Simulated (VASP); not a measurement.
# Sr2SO (P4/mmm) in VASP: further runs

Runs on Sr2SO. Level: PBEsol. Tasks: single point.

Everything below comes from runs of VASP 6.6.1. Logs are shortened: lines on timing, memory, paths and dates and some standing lists are left out, and cuts for length are marked.

## Step 1: The cell of the first run

The structure is tetragonal, space group P4/mmm (No. 123). The conventional cell has a = 4.043 Å, b = 4.043 Å, c = 5.718 Å, α = 90.00°, β = 90.00°, γ = 90.00°. Within 3.8 Å of Sr (site symmetry 4/mmm) lie 2 S at 2.86 Å and 4 O at 2.86 Å. Within 3.8 Å of Sr (site symmetry 4/mmm) lie 2 O at 2.86 Å and 4 S at 2.86 Å. S (site symmetry 4/mmm) has 6 Sr at 2.86 Å within 3.8 Å. Within 3.8 Å of O (site symmetry 4/mmm) lie 6 Sr at 2.86 Å.

## Step 2: Single point, PBEsol

INCAR

```
SYSTEM = Sr2SO
PREC = Accurate ; ENCUT = 520
EDIFF = 1E-6 ; ISMEAR = 0
SIGMA = 0.01 ; LREAL = .False.
LASPH = .True. ; NELM = 100
ALGO = Normal ; ISIF = 2
LWAVE = .False. ; LCHARG = .False.
GGA = PS ; NBANDS = 24
```

KPOINTS

```
regular mesh
0
Gamma
  4 4 4
  0 0 0
```

POSCAR

```
Sr2SO
1.0
    4.0432370000      0.0000000000      0.0000000000
    0.0000000000      4.0432370000      0.0000000000
    0.0000000000      0.0000000000      5.7180000000
Sr S O
2 1 1
Direct
    0.0000000000      0.0000000000      0.0000000000
    0.5000000000      0.5000000000      0.5000000000
    0.0000000000      0.0000000000      0.5000000000
    0.5000000000      0.5000000000      0.0000000000
```

Potentials or basis: VASP PAW PBE potentials, release 64 (Sr_sv, S, O).

Command:

```bash
$ cat potpaw_PBE.64/Sr_sv/POTCAR potpaw_PBE.64/S/POTCAR potpaw_PBE.64/O/POTCAR > POTCAR
$ mpirun -np 1 vasp_std > vasp.out
```

OUTCAR:

```text
SYSTEM = Sr2SO
   PREC = Accurate
   ENCUT = 520
   EDIFF = 1E-6
   ISMEAR = 0
   LREAL = .False.
   LASPH = .True.
   NELM = 100
   ISIF = 2
   GGA = PS

 ion  position               nearest neighbor table
   1  0.000  0.000  0.000-   3 2.86   3 2.86   4 2.86   4 2.86   4 2.86   4 2.86   2 4.04   2 4.04
                             2 4.04   2 4.04   2 4.04   2 4.04   2 4.04   2 4.04
   2  0.500  0.500  0.500-   4 2.86   4 2.86   3 2.86   3 2.86   3 2.86   3 2.86   1 4.04   1 4.04
                             1 4.04   1 4.04   1 4.04   1 4.04   1 4.04   1 4.04
   3  0.000  0.000  0.500-   1 2.86   1 2.86   2 2.86   2 2.86   2 2.86   2 2.86
   4  0.500  0.500  0.000-   2 2.86   2 2.86   1 2.86   1 2.86   1 2.86   1 2.86

  LATTYP: Found a simple tetragonal cell.
 ALAT       =     4.0432370000
 C/A-ratio  =     1.4142134137

  Lattice vectors:

 A1 = (   4.0432370000,   0.0000000000,   0.0000000000)
 A2 = (   0.0000000000,   4.0432370000,   0.0000000000)
 A3 = (   0.0000000000,   0.0000000000,   5.7180000000)

Analysis of symmetry for initial positions (statically):
=====================================================================
 Subroutine PRICEL returns:
 Original cell was already a primitive cell.

 Routine SETGRP: Setting up the symmetry group for a
 simple tetragonal supercell.

 Subroutine GETGRP returns: Found 16 space group operations
 (whereof 16 operations were pure point group operations)
 out of a pool of 16 trial point group operations.

The static configuration has the point symmetry D_4h.

Analysis of symmetry for dynamics (positions and initial velocities):
=====================================================================
 Subroutine PRICEL returns:
 Original cell was already a primitive cell.

 Routine SETGRP: Setting up the symmetry group for a
 simple tetragonal supercell.

 Subroutine GETGRP returns: Found 16 space group operations
 (whereof 16 operations were pure point group operations)
 out of a pool of 16 trial point group operations.

The dynamic configuration has the point symmetry D_4h.

 Subroutine INISYM returns: Found 16 space group operations
 (whereof 16 operations are pure point group operations),
 and found     1 'primitive' translations

----------------------------------------------------------------------------------------

                                     Primitive cell

  volume of cell :      93.4765

  direct lattice vectors                    reciprocal lattice vectors
     4.043237000  0.000000000  0.000000000     0.247326585  0.000000000  0.000000000
     0.000000000  4.043237000  0.000000000     0.000000000  0.247326585  0.000000000
     0.000000000  0.000000000  5.718000000     0.000000000  0.000000000  0.174886324

  length of vectors
[... 83 lines left out ...]
   IBRION =     -1    ionic relax: 0-MD 1-quasi-New 2-CG
   NFREE  =      0    steps in history (QN), initial steepest desc. (CG)
   ISIF   =      2    stress and relaxation
   ISYM   =      2    0-nonsym 1-usesym 2-fastsym
   POTIM  = 0.5000    time-step for ionic-motion
   TEBEG  =    0.0;   TEEND  =   0.0 temperature during run
   PSTRESS=    0.0 pullay stress
   NELECT =      32.0000    total number of electrons
   NUPDOWN=      -1.0000    fix difference up-down
   EMIN   =  10.00;   EMAX   =-10.00  energy-range for DOS
   EFERMI =   0.00;   METHOD = LEGACY
   ISMEAR =     0;   SIGMA  =   0.01  broadening in eV -4-tet -1-fermi 0-gaus
   EFERMI_NEDOS =   21; number of points for ismear=-14 and -15
   IALGO  =     38    algorithm
   IMIX   =      4    mixing-type and parameters
     AMIX     =   0.40;   BMIX     =  1.00
     AMIX_MAG =   1.60;   BMIX_MAG =  1.00
  volume/ion in A,a.u.               =      23.37       157.70
  Fermi-wavevector in a.u.,A,eV,Ry     =   1.145225  2.164161 17.844574  1.311539
  Thomas-Fermi vector in A             =   2.281914
   LORBIT       =      0    0 simple, 1 ext, 2 COOP (PROOUT), +10 PAW based schemes
   GGA     = PS    functional components
   LHFCALC =     F    Hartree Fock is set to
   AEXX    =    0.0000 exact exchange contribution
   IVDW    =     0    specifies the selected vdW correction
   LEPSILON=     F    determine dielectric tensor
   LRPA    =     F    only Hartree local field effects (RPA)
 non-spin polarized calculation
 Gauss-broadening in eV      SIGMA  =   0.01
  energy-cutoff  :      520.00
  volume of cell :       93.48
 maximum number of plane-waves:      2566
   NGX = 15   NGY = 15   NGZ = 21

 number of electron      31.9999994 magnetization

 Free energy of the ion-electron system (eV)
  ---------------------------------------------------
  ext. energy  EPLUGINS =         0.00000000
  ---------------------------------------------------
  free energy    TOTEN  =       -22.23983432 eV

  energy without entropy =      -22.23983432  energy(sigma->0) =      -22.23983432

 E-fermi :   1.8044     XC(G=0):  -9.3359

 val. band max:        1.6785817491   @ k =   0.0000   0.0000   0.0000
 cond. band min:       3.7977271398   @ k =   0.0000   0.0000   0.0000
 fundamental gap:      2.1191453908
 Fermi energy:         1.8043700907

 k-point     1 :       0.0000    0.0000    0.0000
  band No.  band energies     occupation
      1     -31.7057      2.00000
      2     -31.6302      2.00000
      3     -14.0403      2.00000
      4     -13.7802      2.00000
      5     -13.7802      2.00000
      6     -13.5847      2.00000
[... 475 lines left out ...]
     23       9.2319      0.00000
     24      10.1733      0.00000

------------------------ aborting loop because EDIFF is reached ----------------------------------------

  FORCE on cell =-STRESS in cart. coord.  units (eV):
  Direction    XX          YY          ZZ          XY          YZ          ZX
  --------------------------------------------------------------------------------------
  -------------------------------------------------------------------------------------
  Total       -1.4110784     -1.4110784     -1.3635632      0.0000000      0.0000000      0.0000000
  in kB      -24.1857287    -24.1857287    -23.3713228      0.0000000      0.0000000      0.0000000
  external PRESSURE =     -23.9142601 kB  Pullay stress =       0.0000000 kB

 VOLUME and BASIS-vectors are now :
 -----------------------------------------------------------------------------
  energy-cutoff  :      520.00
  volume of cell :       93.48
      direct lattice vectors                 reciprocal lattice vectors
     4.043237000  0.000000000  0.000000000     0.247326585  0.000000000  0.000000000
     0.000000000  4.043237000  0.000000000     0.000000000  0.247326585  0.000000000
     0.000000000  0.000000000  5.718000000     0.000000000  0.000000000  0.174886324

 POSITION                                       TOTAL-FORCE (eV/Angst)
 -----------------------------------------------------------------------------------
      0.00000      0.00000      0.00000         0.000000      0.000000      0.000000
      2.02162      2.02162      2.85900         0.000000      0.000000      0.000000
      0.00000      0.00000      2.85900         0.000000      0.000000      0.000000
      2.02162      2.02162      0.00000         0.000000      0.000000      0.000000
 -----------------------------------------------------------------------------------
    total drift:                                0.000000      0.000000     -0.000000

  FREE ENERGIE OF THE ION-ELECTRON SYSTEM (eV)
  ---------------------------------------------------
  free  energy   TOTEN  =       -22.2398343167 eV

  energy  without entropy=      -22.2398343167  energy(sigma->0) =      -22.23983432
```

OSZICAR:

```text
N       E                     dE             d eps       ncg     rms          rms(c)
DAV:   1     0.173255864163E+03    0.17326E+03   -0.15689E+04   864   0.124E+03
DAV:   2    -0.117721297533E+02   -0.18503E+03   -0.17247E+03  1096   0.259E+02
DAV:   3    -0.242933796453E+02   -0.12521E+02   -0.12425E+02  1400   0.595E+01
DAV:   4    -0.246952414030E+02   -0.40186E+00   -0.40137E+00  1240   0.906E+00
DAV:   5    -0.247006758220E+02   -0.54344E-02   -0.54343E-02  1248   0.109E+00    0.239E+01
DAV:   6    -0.225461282437E+02    0.21545E+01   -0.12085E+01  1016   0.152E+01    0.204E+01
DAV:   7    -0.222729616415E+02    0.27317E+00   -0.16757E+00  1040   0.643E+00    0.123E+01
DAV:   8    -0.222395885957E+02    0.33373E-01   -0.29750E-01  1096   0.367E+00    0.903E-01
DAV:   9    -0.222385925742E+02    0.99602E-03   -0.31570E-02  1144   0.941E-01    0.318E-01
DAV:  10    -0.222395481228E+02   -0.95555E-03   -0.39433E-03  1096   0.335E-01    0.169E-01
DAV:  11    -0.222398472025E+02   -0.29908E-03   -0.14351E-03  1136   0.188E-01    0.726E-02
DAV:  12    -0.222398452676E+02    0.19349E-05   -0.35884E-04  1232   0.955E-02    0.422E-02
DAV:  13    -0.222398345824E+02    0.10685E-04   -0.36543E-05  1088   0.323E-02    0.185E-02
DAV:  14    -0.222398345580E+02    0.24395E-07   -0.10760E-05  1120   0.142E-02    0.414E-03
DAV:  15    -0.222398343167E+02    0.24137E-06   -0.56407E-07   648   0.412E-03
   1 F= -.22239834E+02 E0= -.22239834E+02  d E =-.338168E-72
```

stdout:

```text
POSCAR found type information on POSCAR SrS O
 POSCAR found :  3 types and       4 ions
 scaLAPACK will be used
 -----------------------------------------------------------------------------
|                                                                             |
|                                                                             |
|     You enforced a specific xc type in the INCAR file but a different       |
|     I HOPE YOU KNOW WHAT YOU ARE DOING!                                     |
|                                                                             |
 -----------------------------------------------------------------------------

 LDA part: xc-table for (Slater+PW92), standard interpolation
 POSCAR, INCAR and KPOINTS ok, starting setup
 FFT: planning ... GRIDC
 FFT: planning ... GRID_SOFT
 FFT: planning ... GRID
 WAVECAR not read
 entering main loop
```

Run time: 27 s. Hardware: 1 thread of Intel Xeon 6975P-C (Granite Rapids), shared host; peak memory 0.21 GiB.

What came out:

* Free energy: -22.2398 eV
* Pressure: -2.4 GPa
* Band gap on the k mesh: 2.12 eV, direct

Levels at points of the mesh, in eV from the valence-band top:
```
           k point  band 13  band 14  band 15  band 16  band 17  band 18  band 19  band 20
(0.00, 0.00, 0.00)    -0.65    -0.04     0.00     0.00     2.12     2.77     4.56     4.56
(0.50, 0.00, 0.00)    -1.34    -1.23    -0.56    -0.45     4.27     5.27     5.60     5.76
(0.50, 0.50, 0.00)    -0.84    -0.27    -0.27    -0.14     2.31     2.31     5.42     6.35
(0.00, 0.00, 0.50)    -0.74    -0.74    -0.11    -0.11     2.49     4.01     4.13     5.07
(0.50, 0.00, 0.50)    -1.81    -0.99    -0.78    -0.62     5.12     5.50     5.94     6.09
(0.50, 0.50, 0.50)    -1.58    -0.72    -0.57    -0.57     4.10     4.10     5.53     5.53
```

Caveat: the PAW data sets were made with another functional, which shifts forces and pressure a little. A hybrid or GW would open this gap; PBEsol tends to underestimate it.

## Step 3: Single point, PBEsol

INCAR

```
ALGO = Normal ; EDIFF = 1E-6
ENCUT = 520 ; GGA = PS
ISIF = 2 ; ISMEAR = 0
LASPH = T ; LCHARG = T
LELF = T ; LREAL = F
LVHAR = T ; LWAVE = F
NBANDS = 24 ; NELM = 100
PREC = Accurate ; SIGMA = 0.01
```

KPOINTS

```
k-points
0
Gamma
  4 4 4
```

POSCAR is that of step 2.

Potentials or basis: VASP PAW PBE potentials, release 64 (Sr_sv, S, O).

Command:

```bash
$ cat potpaw_PBE.64/Sr_sv/POTCAR potpaw_PBE.64/S/POTCAR potpaw_PBE.64/O/POTCAR > POTCAR
$ mpirun -np 1 vasp_std > vasp.out
```

OUTCAR:

```text
EDIFF = 1E-6
   ENCUT = 520
   GGA = PS
   ISIF = 2
   ISMEAR = 0
   LASPH = T
   LREAL = F
   NELM = 100
   PREC = Accurate

 ion  position               nearest neighbor table
   1  0.000  0.000  0.000-   3 2.86   3 2.86   4 2.86   4 2.86   4 2.86   4 2.86   2 4.04   2 4.04
                             2 4.04   2 4.04   2 4.04   2 4.04   2 4.04   2 4.04
   2  0.500  0.500  0.500-   4 2.86   4 2.86   3 2.86   3 2.86   3 2.86   3 2.86   1 4.04   1 4.04
                             1 4.04   1 4.04   1 4.04   1 4.04   1 4.04   1 4.04
[... 680 lines left out ...]
  Direction    XX          YY          ZZ          XY          YZ          ZX
  --------------------------------------------------------------------------------------
  -------------------------------------------------------------------------------------
  Total       -1.4110784     -1.4110784     -1.3635632      0.0000000      0.0000000      0.0000000
  in kB      -24.1857287    -24.1857287    -23.3713228      0.0000000      0.0000000      0.0000000
  external PRESSURE =     -23.9142601 kB  Pullay stress =       0.0000000 kB

 VOLUME and BASIS-vectors are now :
 -----------------------------------------------------------------------------
  energy-cutoff  :      520.00
  volume of cell :       93.48
      direct lattice vectors                 reciprocal lattice vectors
     4.043237000  0.000000000  0.000000000     0.247326585  0.000000000  0.000000000
     0.000000000  4.043237000  0.000000000     0.000000000  0.247326585  0.000000000
     0.000000000  0.000000000  5.718000000     0.000000000  0.000000000  0.174886324

 POSITION                                       TOTAL-FORCE (eV/Angst)
 -----------------------------------------------------------------------------------
      0.00000      0.00000      0.00000         0.000000      0.000000      0.000000
      2.02162      2.02162      2.85900         0.000000      0.000000      0.000000
      0.00000      0.00000      2.85900         0.000000      0.000000      0.000000
      2.02162      2.02162      0.00000         0.000000      0.000000      0.000000
 -----------------------------------------------------------------------------------
    total drift:                                0.000000      0.000000     -0.000000

  FREE ENERGIE OF THE ION-ELECTRON SYSTEM (eV)
  ---------------------------------------------------
  free  energy   TOTEN  =       -22.2398343167 eV

  energy  without entropy=      -22.2398343167  energy(sigma->0) =      -22.23983432
```

OSZICAR:

```text
N       E                     dE             d eps       ncg     rms          rms(c)
DAV:   1     0.173255864163E+03    0.17326E+03   -0.15689E+04   864   0.124E+03
DAV:   2    -0.117721297533E+02   -0.18503E+03   -0.17247E+03  1096   0.259E+02
DAV:   3    -0.242933796453E+02   -0.12521E+02   -0.12425E+02  1400   0.595E+01
DAV:   4    -0.246952414030E+02   -0.40186E+00   -0.40137E+00  1240   0.906E+00
DAV:   5    -0.247006758220E+02   -0.54344E-02   -0.54343E-02  1248   0.109E+00    0.239E+01
DAV:   6    -0.225461282437E+02    0.21545E+01   -0.12085E+01  1016   0.152E+01    0.204E+01
DAV:   7    -0.222729616415E+02    0.27317E+00   -0.16757E+00  1040   0.643E+00    0.123E+01
DAV:   8    -0.222395885957E+02    0.33373E-01   -0.29750E-01  1096   0.367E+00    0.903E-01
DAV:   9    -0.222385925742E+02    0.99602E-03   -0.31570E-02  1144   0.941E-01    0.318E-01
DAV:  10    -0.222395481228E+02   -0.95555E-03   -0.39433E-03  1096   0.335E-01    0.169E-01
DAV:  11    -0.222398472025E+02   -0.29908E-03   -0.14351E-03  1136   0.188E-01    0.726E-02
DAV:  12    -0.222398452676E+02    0.19349E-05   -0.35884E-04  1232   0.955E-02    0.422E-02
DAV:  13    -0.222398345824E+02    0.10685E-04   -0.36543E-05  1088   0.323E-02    0.185E-02
DAV:  14    -0.222398345580E+02    0.24395E-07   -0.10760E-05  1120   0.142E-02    0.414E-03
DAV:  15    -0.222398343167E+02    0.24137E-06   -0.56407E-07   648   0.412E-03
   1 F= -.22239834E+02 E0= -.22239834E+02  d E =-.338168E-72
```

stdout:

```text
POSCAR found type information on POSCAR SrS O
 POSCAR found :  3 types and       4 ions
 scaLAPACK will be used
 -----------------------------------------------------------------------------
|                                                                             |
|                                                                             |
|     You enforced a specific xc type in the INCAR file but a different       |
|     I HOPE YOU KNOW WHAT YOU ARE DOING!                                     |
|                                                                             |
 -----------------------------------------------------------------------------

 LDA part: xc-table for (Slater+PW92), standard interpolation
 POSCAR, INCAR and KPOINTS ok, starting setup
 FFT: planning ... GRIDC
 FFT: planning ... GRID_SOFT
 FFT: planning ... GRID
 WAVECAR not read
 entering main loop
```

Run time: 28 s. Hardware: 1 thread of Intel Xeon 6975P-C (Granite Rapids), shared host; peak memory 0.21 GiB.

Results:

```yaml
Free_energy: -22.2398 eV
Pressure: -2.4 GPa
Band_gap_on_the_k_mesh: 2.12 eV, direct
```

Stress tensor (GPa, compression positive):
```
-2.42  0.00  0.00
 0.00 -2.42  0.00
 0.00  0.00 -2.34
```

Caveat: the PAW data sets were made with another functional, which shifts forces and pressure a little.
